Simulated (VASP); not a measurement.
A run of VASP 6.6.1 is set up as follows.

INCAR

```
PREC = Accurate
ENCUT = 520
EDIFF = 1E-6
ISMEAR = 0
SIGMA = 0.1
LREAL = F
LASPH = T
NELM = 100
ALGO = Normal
ISIF = 2
LWAVE = F
LCHARG = F
LDIPOL = T
IDIPOL = 3
DIPOL = 0.5 0.5 0.328
GGA = PE
IVDW = 12
NBANDS = 36
```

File KPOINTS:

```
regular mesh
0
Gamma
  7 7 1
```

Contents of POSCAR:

```
Ge4H
1.0
    4.0303587907      0.0000000000      0.0000000000
    0.0000000000      4.0303587907      0.0000000000
    0.0000000000      0.0000000000     21.6416627718
Ge H
4 1
Direct
    0.0000000000      0.5000000000      0.1848286817
    0.0000000000      0.0000000000      0.2506714513
    0.5000000000      0.0000000000      0.3196569899
    0.5000000000      0.5000000000      0.3854446333
    0.5000000000      0.8750000000      0.5009625594
```

Potentials or basis: VASP PAW PBE potentials, release 64 (Ge_d, H).

Command:

```bash
$ cat potpaw_PBE.64/Ge_d/POTCAR potpaw_PBE.64/H/POTCAR > POTCAR
$ mpirun -np 1 vasp_std > vasp.out
```

Question: Estimate the dispersion energy per atom.

Answer: -0.180 eV.

Question: Estimate the largest force.

Answer: 1.162 eV/Å.

Forces in eV/Å, atoms in the order of the input:
```
Ge   0.000  0.072 -0.143
Ge   0.000  0.073  0.221
Ge   0.000 -0.246 -0.040
Ge   0.000  0.655  0.960
H    0.000 -0.554 -0.998
```
